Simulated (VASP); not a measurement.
V, 2 atoms in the cell. The structure is hexagonal, space group P6_3/mmc (No. 194). The conventional cell has a = 2.574 Å, b = 2.574 Å, c = 4.641 Å, α = 90.00°, β = 90.00°, γ = 120.00°. Within 3.4 Å of V (site symmetry -6m2) lie 12 V at 2.57 to 2.76 Å. 

* Program: VASP 6.6.1
* Task: single point
* Functional: PBEsol
* Potentials or basis: VASP PAW PBE potentials, release 64 (V_sv)
* Cutoff: 500 eV
* k mesh: 6 × 6 × 4
* Occupations: gaussian, width 0.1 eV
* Spin: no spin polarisation
* Dipole correction: no
* Further INCAR settings: ALGO = Normal; EDIFF = 1e-06; NBANDS = 20

Potentials or basis: VASP PAW PBE potentials, release 64 (V_sv).

Launch:

```sh
$ cat potpaw_PBE.64/V_sv/POTCAR > POTCAR
$ mpirun -np 1 vasp_std > vasp.out
```

Hardware: 1 thread of Intel(R) Xeon(R) Platinum 8559C (Emerald Rapids) (shared host).

**Question.** Estimate the wall time of this run.

**Answer.** Wall time 6.6 s on 1 thread of Intel(R) Xeon(R) Platinum 8559C (Emerald Rapids) (shared host), peak memory 0.14 GiB. Counts: scf iterations 11, k points 21.
